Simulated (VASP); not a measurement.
A run of VASP 6.6.1:

INCAR

```
SYSTEM = ZrS
PREC = Accurate
ENCUT = 520
EDIFF = 1E-7
ISMEAR = 1
SIGMA = 0.02
LREAL = .False.
LASPH = .True.
NELM = 60
ALGO = Normal
ISIF = 2
LWAVE = .False.
LCHARG = .False.
GGA = PS
NBANDS = 16
```

KPOINTS

```
Automatic mesh
0
Gamma
  8 8 8
  0 0 0
```

POSCAR

```
ZrS
1.0
    0.0000000000      2.6595434350      2.6595434350
    2.6595434350      0.0000000000      2.6595434350
    2.6595434350      2.6595434350      0.0000000000
Zr S
1 1
Direct
    0.0000000000      0.0000000000      0.0000000000
    0.5000000000      0.5000000000      0.5000000000
```

Potentials or basis: VASP PAW PBE potentials, release 64 (Zr_sv, S).

The run is started by

```bash
$ cat potpaw_PBE.64/Zr_sv/POTCAR potpaw_PBE.64/S/POTCAR > POTCAR
$ mpirun -np 1 vasp_std > vasp.out
```

Hardware: 1 thread of Intel(R) Xeon(R) Platinum 8488C (Sapphire Rapids) (shared host).

Q: How long does it take, and how much memory?

A: Wall time 10 s on 1 thread of Intel(R) Xeon(R) Platinum 8488C (Sapphire Rapids) (shared host), peak memory 0.16 GiB. Counts: scf iterations 13, k points 29.
